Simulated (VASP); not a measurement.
Write the native input for VASP 6.6.1 that does the following.

```yaml
Task: single point
Functional: PBEsol
Potentials_or_basis: VASP PAW PBE potentials, release 64 (Nb_sv)
Cutoff: 520 eV
k_mesh: 6 × 6 × 2
Occupations: gaussian, width 0.1 eV
Spin: no spin polarisation
Dipole_correction: no
Further_INCAR_settings: ALGO = Normal; EDIFF = 1e-06; NBANDS = 34
```

The structure of Nb lies in POSCAR:

```
Nb
1.0
    3.0357324363      0.0000000000      0.0000000000
   -1.5178662181      2.6290214089      0.0000000000
    0.0000000000      0.0000000000      9.7908362781
Nb
4
Direct
    0.0000000000      0.0000000000      0.0000000000
    0.0000000000      0.0000000000      0.5000000000
    0.3333333333      0.6666666667      0.7500000000
    0.6666666667      0.3333333333      0.2500000000
```

One way to write it, as run:

INCAR

```
SYSTEM = Nb
  PREC = Accurate
  ENCUT = 520
  EDIFF = 1E-6
  ISMEAR = 0
  SIGMA = 0.1
  LREAL = .False.
  LASPH = .True.
  NELM = 100
  ALGO = Normal
  ISIF = 2
  LWAVE = .False.
  LCHARG = .False.
  GGA = PS
  NBANDS = 34
```

KPOINTS

```
Automatic mesh
0
Gamma
  6 6 2
  0 0 0
```

Potentials or basis: VASP PAW PBE potentials, release 64 (Nb_sv).

Run with:

```bash
$ cat potpaw_PBE.64/Nb_sv/POTCAR > POTCAR
$ mpirun -np 1 vasp_std > vasp.out
```

It gave:

```json
{"Pressure": "-12.0 GPa", "Band gap on the k mesh": "zero (band 26 reaches 10.64 eV, above the bottom of band 27 at 9.87 eV)"}
```

Caveat: the k points lie up to 0.40 Å⁻¹ apart; the PAW data sets were made with another functional, which shifts forces and pressure a little.

It took 17 s on 1 thread of Intel(R) Xeon(R) 6975P-C (Granite Rapids) (shared host), peak memory 0.2 GiB.
